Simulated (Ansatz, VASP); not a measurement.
CoO: VASP beside Ansatz

The input INCAR:

```
ALGO = Normal
EDIFF = 1E-6
ENCUT = 600
GGA = PS
GGA_COMPAT = False
ISIF = 2
ISMEAR = 0
ISPIN = 2
LASPH = True
LCHARG = True
LELF = True
LMAXMIX = 4
LORBIT = 11
LREAL = False
LVHAR = True
LWAVE = False
MAGMOM = 2.74 0.38
NBANDS = 22
NELM = 200
PREC = Accurate
SIGMA = 0.1
```

File KPOINTS:

```
k-points
0
Gamma
  1 1 1
```

The input POSCAR:

```
CoO
1.0
   -1.5080001529      1.5080001529      2.1072499549
    1.5080001529     -1.5080001529      2.1072499549
    1.5080001529      1.5080001529     -2.1072499549
Co O
1 1
Direct
    0.0000000000      0.0000000000      0.0000000000
    0.5000000000      0.5000000000      0.0000000000
```

Input for Ansatz:

```yaml
crystal:
  lattice:
    - [-1.5080001529, 1.5080001529, 2.1072499549]
    - [1.5080001529, -1.5080001529, 2.1072499549]
    - [1.5080001529, 1.5080001529, -2.1072499549]
  atoms:
    - { symbol: Co, position: [0.0, 0.0, 0.0], spin: 2.74 }
    - { symbol: O, position: [0.5, 0.5, 0.0], spin: 0.38 }
basis:
  ecutwfc: 420
kpoints:
  mp_grid: { grid: [1, 1, 1] }
hamiltonian:
  xc: pbesol
scf:
  occupations: { method: gaussian, width: 0.1 }
output:
  forces: true
  stress: true
  eigenvalues: true
  populations: true
magnetization:
  spin_polarized: true
```

Alike in both runs: task single point; functional PBEsol; k mesh 1 × 1 × 1; occupations gaussian, width 0.1 eV; collinear spin.

|  | VASP | Ansatz |
| --- | --- | --- |
| version | VASP 6.6.1 | Ansatz 0.2.0 |
| potentials or method | VASP PAW PBE potentials, release 64 (Co_sv, O), cutoff 600 eV | scalar-relativistic, plane waves, PAW |
| valence electrons in the cell | 23 | 23 |

|  | VASP | Ansatz | Ansatz less VASP |
| --- | --- | --- | --- |
| pressure (GPa) | 10.5 | 16.4 | +5.89 |
| traceless stress, the component that is largest in VASP (GPa) | -2.10 | -6.34 | -4.249 |
| net moment per atom (μB) | 1.50 | 1.50 | 0.000 |
| size of the moment on the site where the two differ most (μB) | 0.61 | 0.72 | +0.111 |

VASP's potentials were made for PBE, not for PBEsol. Site moments also hang on the region over which each program counts them. The functional is the same, so the differences come from potentials, cutoffs and numerics. Ansatz's warnings: stability check not made.

The k mesh is coarse, so the values compare programs but aren't converged.
